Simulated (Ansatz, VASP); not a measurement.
**Fe: VASP beside Ansatz**

```
Fe
1.0
     1.43412   -1.43412    1.43412
    -1.43412    1.43412    1.43412
    -2.86824   -2.86824    0.00000
Fe
2
Direct
  0.00000 0.00000 0.00000
  0.50000 0.50000 0.50000
```

Alike in both runs: task single point; functional r2SCAN; k mesh 14 × 14 × 8; occupations gaussian, width 0.05 eV; collinear spin.

```csv
,VASP,Ansatz
version,VASP 6.6.1,Ansatz 0.2.0
potentials or method,"VASP PAW PBE potentials, release 64 (Fe), cutoff 520 eV","scalar-relativistic, plane waves, PAW"
valence electrons in the cell,16,32
```

VASP gave:

```
gap on the k mesh at the Fermi level (eV)                     : none
pressure (GPa)                                                : -1.0
traceless stress, the component that is largest in VASP (GPa) : 0.29
net moment per atom (μB)                                      : 2.64
size of the moment on the site where the two differ most (μB) : 2.71
```

Task: Which values does Ansatz return?

Result: gap on the k mesh at the Fermi level (eV): none; pressure (GPa): -0.6; traceless stress, the component that is largest in VASP (GPa): 0.29; net moment per atom (μB): 2.64; size of the moment on the site where the two differ most (μB): 2.80.

VASP's potentials were made for PBE, not for r2SCAN. Site moments also hang on the region over which each program counts them. A gap of «none» marks a metal or a gap that the smearing closes. With one functional, cell and mesh, what is left measures potentials, basis and numerics. VASP's potentials hold 16 valence electrons a cell and Ansatz's 32, so a difference there can come from the potentials and not from the codes. Ansatz's warnings: stability check not made.
